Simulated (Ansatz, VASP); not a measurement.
**One calculation of Ge, two programs**

INCAR

```
SYSTEM = Ge
PREC = Accurate ; ENCUT = 520
EDIFF = 1E-6 ; ISMEAR = -1
SIGMA = 0.05 ; LREAL = .False.
LASPH = .True. ; NELM = 80
ALGO = Normal ; ISIF = 2
LWAVE = .False. ; LCHARG = .False.
GGA = PE ; NBANDS = 13
```

The input KPOINTS:

```
regular mesh
0
Gamma
  17 17 17
  0 0 0
```

Contents of POSCAR:

```
Ge
1.0
   -1.5663039239      1.5663039239      1.5663039239
    1.5663039239     -1.5663039239      1.5663039239
    1.5663039239      1.5663039239     -1.5663039239
Ge
1
Direct
    0.0000000000      0.0000000000      0.0000000000
```

Input for Ansatz:

```yaml
crystal:
  lattice:
    - [-1.5663039239, 1.5663039239, 1.5663039239]
    - [1.5663039239, -1.5663039239, 1.5663039239]
    - [1.5663039239, 1.5663039239, -1.5663039239]
  atoms:
    - { symbol: Ge, position: [0.0, 0.0, 0.0] }
kpoints:
  mp_grid: { grid: [17, 17, 17] }
scf:
  occupations: { method: fermi_dirac, width: 0.05 }
hamiltonian:
  xc: pbe
  pseudopotentials: { kind: paw }
output:
  forces: true
  stress: true
  eigenvalues: true
  write_density: true
  write_potential: true
  elf: true
  volumetric_format: npy
```

Change from the starting cell: volume scaled by 0.803, to set the pressure.

Alike in both runs: task single point; functional PBE; k mesh 17 × 17 × 17; occupations fermi-dirac, width 0.05 eV; no spin polarisation.

|  | VASP | Ansatz |
| --- | --- | --- |
| version | VASP 6.6.1 | Ansatz 0.2.0 |
| potentials or method | VASP PAW PBE potentials, release 64 (Ge_d) | PAW with Ansatz's default frozen-core files, scalar-relativistic |
| plane-wave cutoff (eV) | 520 | 420 |
| valence electrons in the cell | 14 | 14 |

|  | VASP | Ansatz | Ansatz less VASP |
| --- | --- | --- | --- |
| pressure (GPa) | 24.2 | 24.2 | +0.06 |

The functional is the same, so the differences come from potentials, cutoffs and numerics.
